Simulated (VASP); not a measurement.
# Ti (Im-3m) in VASP: settings compared

Ti is run at these levels: r2SCANh, HSE06, B3LYP; tasks: single point.

Everything below comes from runs of VASP 6.6.1. Logs are shortened: lines on timing, memory, paths and dates and some standing lists are left out, and cuts for length are marked.

## 1. The cell of the first run

Symmetry: Im-3m, No. 229, cubic system. Conventional cell: a = 3.325 Å, b = 3.325 Å, c = 3.325 Å, α = 90.00°, β = 90.00°, γ = 90.00°. Within 3.8 Å of Ti (site symmetry m-3m) lie 14 Ti at 2.88 to 3.33 Å.

This isn't the form of Ti at room conditions, which is hcp.

## 2. Single point, r2SCANh

POSCAR

```
Ti
1.0
   -1.6625945817      1.6625945817      1.6625945817
    1.6625945817     -1.6625945817      1.6625945817
    1.6625945817      1.6625945817     -1.6625945817
Ti
1
Direct
    0.0000000000      0.0000000000      0.0000000000
```

INCAR.step1

```
SYSTEM = Ti
  PREC = Accurate
  ENCUT = 520
  EDIFF = 1E-5
  ISMEAR = -1
  SIGMA = 0.05
  LREAL = .FALSE.
  LASPH = .TRUE.
  NELM = 80
  ALGO = Normal
  ISIF = 2
  LWAVE = .TRUE.
  GGA = PE
  NBANDS = 12
```

INCAR.step2

```
SYSTEM = Ti
  PREC = Accurate
  ENCUT = 520
  EDIFF = 1E-7
  ISMEAR = -1
  SIGMA = 0.05
  LREAL = .FALSE.
  LASPH = .TRUE.
  NELM = 80
  ALGO = Normal
  ISIF = 2
  LWAVE = .FALSE.
  LCHARG = .TRUE.
  METAGGA = R2SCAN
  LHFCALC = .TRUE.
  AEXX = 0.1
  LMIXTAU = .TRUE.
  PRECFOCK = Normal
  LELF = .TRUE.
  LVHAR = .TRUE.
  ISTART = 1
  NBANDS = 12
```

KPOINTS

```
regular mesh
0
G
  6 6 6
  0 0 0
```

Potentials or basis: VASP PAW PBE potentials, release 64 (Ti_sv).

Run with:

```console
$ cat potpaw_PBE.64/Ti_sv/POTCAR > POTCAR
$ cp INCAR.step1 INCAR
$ mpirun -np 1 vasp_std > vasp.out
$ cp INCAR.step2 INCAR
$ mpirun -np 1 vasp_std > vasp.out
```

OUTCAR:

```text
SYSTEM = Ti
   PREC = Accurate
   ENCUT = 520
   EDIFF = 1E-7
   ISMEAR = -1
   LREAL = .FALSE.
   LASPH = .TRUE.
   NELM = 80
   ISIF = 2
   METAGGA = R2SCAN
   LHFCALC = .TRUE.
   AEXX = 0.1
   PRECFOCK = Normal
   ISTART = 1

 ion  position               nearest neighbor table
   1  0.000  0.000  0.000-

  LATTYP: Found a body centered cubic cell.
 ALAT       =     3.3251891634

  Lattice vectors:

 A1 = (  -1.6625945817,   1.6625945817,   1.6625945817)
 A2 = (   1.6625945817,  -1.6625945817,   1.6625945817)
 A3 = (   1.6625945817,   1.6625945817,  -1.6625945817)

Analysis of symmetry for initial positions (statically):
=====================================================================
 Subroutine PRICEL returns:
 Original cell was already a primitive cell.

 Routine SETGRP: Setting up the symmetry group for a
 body centered cubic supercell.

 Subroutine GETGRP returns: Found 48 space group operations
 (whereof 48 operations were pure point group operations)
 out of a pool of 48 trial point group operations.

The static configuration has the point symmetry O_h .

Analysis of symmetry for dynamics (positions and initial velocities):
=====================================================================
 Subroutine PRICEL returns:
 Original cell was already a primitive cell.

 Routine SETGRP: Setting up the symmetry group for a
 body centered cubic supercell.

 Subroutine GETGRP returns: Found 48 space group operations
 (whereof 48 operations were pure point group operations)
 out of a pool of 48 trial point group operations.

The dynamic configuration has the point symmetry O_h .

 Subroutine INISYM returns: Found 48 space group operations
 (whereof 48 operations are pure point group operations),
 and found     1 'primitive' translations

----------------------------------------------------------------------------------------

                                     Primitive cell

  volume of cell :      18.3831

  direct lattice vectors                    reciprocal lattice vectors
    -1.662594582  1.662594582  1.662594582     0.000000000  0.300734771  0.300734771
     1.662594582 -1.662594582  1.662594582     0.300734771  0.000000000  0.300734771
     1.662594582  1.662594582 -1.662594582     0.300734771  0.300734771  0.000000000

  length of vectors
     2.879698288  2.879698288  2.879698288     0.425303191  0.425303191  0.425303191

[... 84 lines left out ...]
   ISMEAR =    -1;   SIGMA  =   0.05  broadening in eV -4-tet -1-fermi 0-gaus
   EFERMI_NEDOS =   21; number of points for ismear=-14 and -15
   IALGO  =     38    algorithm
   IMIX   =      1    mixing-type and parameters
     AMIX     =   0.40;   BMIX     =  1.00
     AMIX_MAG =   1.60;   BMIX_MAG =  1.00
  volume/ion in A,a.u.               =      18.38       124.06
  Fermi-wavevector in a.u.,A,eV,Ry     =   1.420133  2.683661 27.439910  2.016777
  Thomas-Fermi vector in A             =   2.541080
   LORBIT       =      0    0 simple, 1 ext, 2 COOP (PROOUT), +10 PAW based schemes
   METAGGA = R2SCAN    functional components
   LHFCALC =     T    Hartree Fock is set to
   PRECFOCK=normal    Normal, Fast or Accurate (Low or Medium for compatibility)
   ENCUT4O =  -1.0   cutoff for four orbital integrals eV
   NKREDX  =     1    reduce k-point grid by
   NKREDY  =     1    reduce k-point grid by
   NKREDZ  =     1    reduce k-point grid by
   AEXX    =    0.1000 exact exchange contribution
   HFSCREEN=    0.0000 screening length (either q_TF or 0.3 A-1)
   HFSCREENC=   0.0000 screening length for correlation (either q_TF or 0.3 A-1)
   ENCUTFOCK=  -1.0 apply spherical cutoff to Coloumb kernel
   IVDW    =     0    specifies the selected vdW correction
   LEPSILON=     F    determine dielectric tensor
   LRPA    =     F    only Hartree local field effects (RPA)
 non-spin polarized calculation
  energy-cutoff  :      520.00
  volume of cell :       18.38
 maximum number of plane-waves:       531
 NGX is ok and might be reduce to    24
  NGX = 18; NGY = 18; NGZ = 18

 number of electron      12.0000004 magnetization

 Free energy of the ion-electron system (eV)
  ---------------------------------------------------
  ext. energy  EPLUGINS =         0.00000000
  ---------------------------------------------------
  free energy    TOTEN  =       -13.31375494 eV

  energy without entropy =      -13.29796494  energy(sigma->0) =      -13.30585994

 E-fermi :   7.5105     XC(G=0): -11.0427

 val. band max:        7.4979612100   @ k =   0.3333   0.1667  -0.0000
 cond. band min:       7.7779834977   @ k =   0.3333   0.0000   0.0000
 fundamental gap:      0.2800222877
 Fermi energy:         7.5104631035

 k-point     1 :       0.0000    0.0000    0.0000
  band No.  band energies     occupation
      1     -53.4360      2.00000
      2     -27.7567      2.00000
      3     -27.7567      2.00000
      4     -27.7567      2.00000
      5       0.7333      2.00000
      6       8.9907      0.00000
      7       8.9907      0.00000
      8       8.9907      0.00000
      9      10.6216      0.00000
     10      10.6216      0.00000
     11      25.6415      0.00000
     12      25.6415      0.00000
[... 211 lines left out ...]
 k-point    16 :       0.5000    0.5000    0.5000
  band No.  band energies     occupation
      1     -53.2495      2.00000
      2     -28.1531      2.00000
      3     -28.1531      2.00000
      4     -28.1530      2.00000
      5       5.0545      2.00000
      6       5.0545      2.00000
      7      11.8117      0.00000
      8      11.8117      0.00000
      9      11.8118      0.00000
     10      16.1247      0.00000
     11      16.1248      0.00000
     12      16.1248      0.00000

------------------------ aborting loop because EDIFF is reached ----------------------------------------

  FORCE on cell =-STRESS in cart. coord.  units (eV):
  Direction    XX          YY          ZZ          XY          YZ          ZX
  --------------------------------------------------------------------------------------
  -------------------------------------------------------------------------------------
  Total       -0.6944347     -0.6944347     -0.6944347      0.0000000     -0.0000000     -0.0000000
  in kB      -60.5233473    -60.5233473    -60.5233473      0.0000000     -0.0000000     -0.0000000
  external PRESSURE =     -60.5233473 kB  Pullay stress =       0.0000000 kB

 VOLUME and BASIS-vectors are now :
 -----------------------------------------------------------------------------
  energy-cutoff  :      520.00
  volume of cell :       18.38
      direct lattice vectors                 reciprocal lattice vectors
    -1.662594582  1.662594582  1.662594582     0.000000000  0.300734771  0.300734771
     1.662594582 -1.662594582  1.662594582     0.300734771  0.000000000  0.300734771
     1.662594582  1.662594582 -1.662594582     0.300734771  0.300734771  0.000000000

 POSITION                                       TOTAL-FORCE (eV/Angst)
 -----------------------------------------------------------------------------------
      0.00000      0.00000      0.00000        -0.000000     -0.000000      0.000000
 -----------------------------------------------------------------------------------
    total drift:                               -0.000000      0.000000      0.000000

  FREE ENERGIE OF THE ION-ELECTRON SYSTEM (eV)
  ---------------------------------------------------
  free  energy   TOTEN  =       -13.3137549432 eV

  energy  without entropy=      -13.2979649433  energy(sigma->0) =      -13.30585994
```

OUTCAR.step1:

```text
SYSTEM = Ti
   PREC = Accurate
   ENCUT = 520
   EDIFF = 1E-5
   ISMEAR = -1
   LREAL = .FALSE.
[... 447 lines left out ...]
 -----------------------------------------------------------------------------------
      0.00000      0.00000      0.00000        -0.000000     -0.000000     -0.000000
 -----------------------------------------------------------------------------------
    total drift:                                0.000000      0.000000     -0.000000

  FREE ENERGIE OF THE ION-ELECTRON SYSTEM (eV)
  ---------------------------------------------------
  free  energy   TOTEN  =        -7.6934178389 eV

  energy  without entropy=       -7.6676279012  energy(sigma->0) =       -7.68052287
```

OSZICAR.step1:

```text
N       E                     dE             d eps       ncg     rms          rms(c)
DAV:   1     0.912285548930E+02    0.91229E+02   -0.62008E+03   384   0.118E+03
DAV:   2    -0.422257531307E+01   -0.95451E+02   -0.91847E+02   392   0.301E+02
DAV:   3    -0.872042344901E+01   -0.44978E+01   -0.44227E+01   512   0.684E+01
DAV:   4    -0.885510460167E+01   -0.13468E+00   -0.13427E+00   452   0.940E+00
DAV:   5    -0.885840582077E+01   -0.33012E-02   -0.33008E-02   440   0.137E+00    0.791E+00
DAV:   6    -0.769373073022E+01    0.11647E+01   -0.26665E+00   412   0.231E+01    0.193E+00
DAV:   7    -0.768660656571E+01    0.71242E-02   -0.85213E-02   448   0.292E+00    0.120E+00
DAV:   8    -0.769325725567E+01   -0.66507E-02   -0.33491E-02   420   0.248E+00    0.181E-01
DAV:   9    -0.769346691708E+01   -0.20966E-03   -0.45095E-03   488   0.783E-01    0.832E-02
DAV:  10    -0.769343290888E+01    0.34008E-04   -0.42395E-04   420   0.252E-01    0.165E-02
DAV:  11    -0.769341763001E+01    0.15279E-04   -0.43191E-05   444   0.101E-01    0.769E-03
DAV:  12    -0.769341783894E+01   -0.20893E-06   -0.31178E-06   228   0.233E-02
   1 F= -.76934178E+01 E0= -.76805229E+01  d E =-.257899E-01
```

Wall time 32 min (1 thread of Intel Xeon 8259CL, shared host); peak memory 0.16 GiB.

What came out:

```
Free energy            : -13.3138 eV
Pressure               : -6.1 GPa
Band gap on the k mesh : zero (bands 6 and 7 overlap by 2.35 eV)
```

Caveat: the k points lie up to 0.45 Å⁻¹ apart, too coarse for converged energies and pressures of a metal; the PAW data sets were made with another functional, which shifts forces and pressure a little.

[end of part 1 of 2]

The gap in the log of VASP goes by the Fermi energy; the results here count the filled bands.